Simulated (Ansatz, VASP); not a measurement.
## One calculation of PbS, two programs

INCAR

```
ALGO     = Normal         # electronic algorithm
EDIFF    = 1E-7           # SCF threshold, eV
ENCUT    = 520            # plane-wave cutoff, eV
GGA      = PE             # functional
ISIF     = 2              # what is computed and relaxed
ISMEAR   = -1             # smearing method
LASPH    = True           # aspherical terms in the spheres
LCHARG   = False          # write CHGCAR
LREAL    = False          # projectors in reciprocal space
LWAVE    = False          # write WAVECAR
NBANDS   = 17             # bands
NELM     = 60             # most SCF steps
PREC     = Accurate       # precision mode
SIGMA    = 0.1            # smearing width, eV
```

The input KPOINTS:

```
k-points
0
Gamma
  14 14 14
```

File POSCAR:

```
PbS
1.0
    0.0000000000      2.7888700056      2.7888700056
    2.7888700056      0.0000000000      2.7888700056
    2.7888700056      2.7888700056      0.0000000000
Pb S
1 1
Direct
    0.0000000000      0.0000000000      0.0000000000
    0.5000000000      0.5000000000      0.5000000000
```

Input for Ansatz:

```yaml
crystal:
  lattice:
    - [0.0, 2.7888700056, 2.7888700056]
    - [2.7888700056, 0.0, 2.7888700056]
    - [2.7888700056, 2.7888700056, 0.0]
  atoms:
    - { symbol: Pb, position: [0.0, 0.0, 0.0] }
    - { symbol: S, position: [0.5, 0.5, 0.5] }
kpoints:
  mp_grid: { grid: [14, 14, 14] }
scf:
  occupations: { method: fermi_dirac, width: 0.1 }
hamiltonian:
  xc: pbe
  pseudopotentials: { kind: all_electron, lapw: { basis_error: 0.001 } }
output:
  forces: true
  stress: true
  eigenvalues: true
  populations: true
```

Change from the starting cell: volume scaled by 0.8, LAPW.

Alike in both runs: task single point; functional PBE; k mesh 14 × 14 × 14; occupations fermi-dirac, width 0.1 eV; no spin polarisation.

|  | VASP | Ansatz |
| --- | --- | --- |
| version | VASP 6.6.1 | Ansatz 0.2.0 |
| potentials or method | VASP PAW PBE potentials, release 64 (Pb_d, S), cutoff 520 eV | all-electron LAPW, scalar-relativistic |

```tsv
	VASP	Ansatz	Ansatz less VASP
pressure (GPa)	18.8	18.9	+0.10
```

Ansatz ran all-electron here, and VASP with PAW potentials.

Neither program's run includes spin-orbit coupling.
